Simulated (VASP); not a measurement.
Here is a VASP 6.6.1 calculation.

The input INCAR:

```
SYSTEM = V
ALGO = Fast ; EDIFF = 1E-6
EDIFFG = -0.002 ; ENCUT = 600
GGA = PS ; IBRION = 2
ISIF = 3 ; ISMEAR = 0
LASPH = .True. ; LCHARG = .False.
LREAL = .False. ; LWAVE = .False.
NELM = 100 ; NSW = 100
PREC = Accurate ; SIGMA = 0.1
```

The input KPOINTS:

```
k-points
0
Gamma
  20 20 20
  0 0 0
```

Contents of POSCAR:

```
V
1.0
   -1.4831277159      1.4831277159      1.4831277159
    1.4831277159     -1.4831277159      1.4831277159
    1.4831277159      1.4831277159     -1.4831277159
V
1
Direct
    0.0000000000      0.0000000000      0.0000000000
```

Potentials or basis: VASP PAW PBE potentials, release 64 (V_sv).

Run with:

```sh
$ cat potpaw_PBE.64/V_sv/POTCAR > POTCAR
$ mpirun -np 1 vasp_std > vasp.out
```

Q: Predict the space group after relaxing (to 0.05 Å).

A: Im-3m (No. 229).

Q: Predict the relaxed volume.

A: 12.96 Å³/atom.

Final structure:
```
CELL_PARAMETERS angstrom
-1.47987 1.47987 1.47987
1.47987 -1.47987 1.47987
1.47987 1.47987 -1.47987
ATOMIC_POSITIONS crystal
V 0.00000 0.00000 0.00000
```

Caveat: the PAW data sets were made with another functional, which shifts forces and pressure a little.
